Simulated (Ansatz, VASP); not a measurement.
## Pd: VASP beside Ansatz

```
Pd
1.0
     0.00000    1.88655    1.94490
     1.88655    0.00000    1.94490
     1.88655    1.88655    0.00000
Pd
1
Direct
  0.00000 0.00000 0.00000
```

Change from the starting cell: equal xx and yy strain of -3 %.

Alike in both runs: task single point; functional LDA; k mesh 18 × 18 × 18; occupations fermi-dirac, width 0.05 eV; no spin polarisation.

|  | VASP | Ansatz |
| --- | --- | --- |
| version | VASP 6.6.1 | Ansatz 0.2.0 |
| potentials or method | VASP PAW LDA potentials, release 64 (Pd), cutoff 520 eV | all-electron LAPW, scalar-relativistic |

|  | VASP | Ansatz | Ansatz less VASP |
| --- | --- | --- | --- |
| pressure (GPa) | 5.6 | 5.3 | -0.29 |
| traceless stress, the component that is largest in VASP (GPa) | -1.71 | -1.73 | -0.015 |

LDA's correlation is that of Perdew and Zunger in VASP and of Perdew and Wang (1992) in Ansatz. Ansatz ran all-electron here, and VASP with PAW potentials.
